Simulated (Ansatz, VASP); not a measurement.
## Se: VASP beside Ansatz

```xyz
1
Lattice="-1.6030 1.6030 1.9236 1.6030 -1.6030 1.9236 1.6030 1.6030 -1.9236" Properties=species:S:1:pos:R:3 pbc="T T T"
Se    0.0000    0.0000    0.0000
```

Alike in both runs: task single point; functional LDA; k mesh 22 × 22 × 22; occupations gaussian, width 0.15 eV; no spin polarisation.

|  | VASP | Ansatz |
| --- | --- | --- |
| version | VASP 6.6.1 | Ansatz 0.2.0 |
| potentials or method | VASP PAW LDA potentials, release 64 (Se), cutoff 520 eV | scalar-relativistic, plane waves, PAW |
| valence electrons in the cell | 6 | 16 |

|  | VASP | Ansatz | Ansatz less VASP |
| --- | --- | --- | --- |
| gap on the k mesh at the Fermi level (eV) | none | none | - |
| pressure (GPa) | -3.3 | -3.4 | -0.12 |
| traceless stress, the component that is largest in VASP (GPa) | -5.39 | -5.40 | -0.009 |

LDA's correlation is that of Perdew and Zunger in VASP and of Perdew and Wang (1992) in Ansatz. A gap of «none» marks a metal or a gap that the smearing closes. VASP's potentials hold 6 valence electrons a cell and Ansatz's 16, so a difference there can come from the potentials and not from the codes.
